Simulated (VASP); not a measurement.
A run of VASP 6.6.1 is set up as follows.

File INCAR:

```
SYSTEM = HW4S8
PREC = Accurate ; ENCUT = 520
EDIFF = 1E-7 ; ISMEAR = 0
SIGMA = 0.02 ; LREAL = .False.
LASPH = .True. ; NELM = 150
ALGO = Normal ; ISIF = 2
LWAVE = .False. ; LCHARG = .True.
ISPIN = 2 ; MAGMOM = 0.07 0.01 0.01 0 0 0 0 0.01 0 0 0 0 0.02
LORBIT = 11 ; LMAXMIX = 4
GGA = PE ; LELF = .True.
LVHAR = .True. ; NBANDS = 68
```

KPOINTS

```
regular mesh
0
Gamma
  3 3 3
  0 0 0
```

File POSCAR:

```
HW4S8
1.0
    3.1877473260     -5.5213403304      0.0000000000
   -3.1877473260     -5.5213403304      0.0000000000
    0.0000000000     -3.6808935536     -7.4744493696
W S H
4 8 1
Direct
    0.5009622900      0.4961764653      0.9980347222
   -0.0000408635      0.5004533215      0.9979292963
    0.5009975551     -0.0014522429      0.9959799889
    0.0025719426      0.0018818001      0.9937511959
    0.9040697278      0.9035267111      0.7854470222
    0.4080429284      0.8976664275      0.7861146299
    0.9388570669      0.3974559383      0.7723152188
    0.4015437409      0.4001807094      0.7848864458
    0.7629475661      0.7661015174      0.2068638001
    0.2639189878      0.7600201020      0.2061327763
    0.7643724553      0.2631049969      0.2055292536
    0.2632651770      0.2626716544      0.2071632201
    0.1995090998      0.3741399419      0.6603824250
```

Potentials or basis: VASP PAW PBE potentials, release 64 (W_sv, S, H).

The run is started by

```console
$ cat potpaw_PBE.64/W_sv/POTCAR potpaw_PBE.64/S/POTCAR potpaw_PBE.64/H/POTCAR > POTCAR
$ mpirun -np 1 vasp_std > vasp.out
```

Question: Estimate the pressure.

Answer: -0.1 GPa.

Question: Estimate the largest force.

Answer: 0.596 eV/Å.

Question: What does it give for the site moments?

Answer: W +0.05, +0.01, +0.00, -0.00; S +0.00, -0.00 (each value once); H +0.01 μB.

Question: Predict the net moment.

Answer: 0.11 μB per cell.

Forces in eV/Å, atoms in the order of the input:
```
W   -0.027 -0.010 -0.060
W    0.017 -0.019  0.006
W    0.031 -0.016 -0.031
W   -0.006 -0.030  0.010
S    0.009 -0.011  0.008
S    0.013 -0.036 -0.001
S    0.148 -0.146  0.182
S    0.065 -0.230 -0.124
S    0.026 -0.021  0.000
S   -0.033  0.000 -0.021
S    0.009 -0.017  0.004
S   -0.002 -0.003 -0.033
H   -0.250  0.538  0.059
```

Caveat: the k points lie up to 0.39 Å⁻¹ apart.
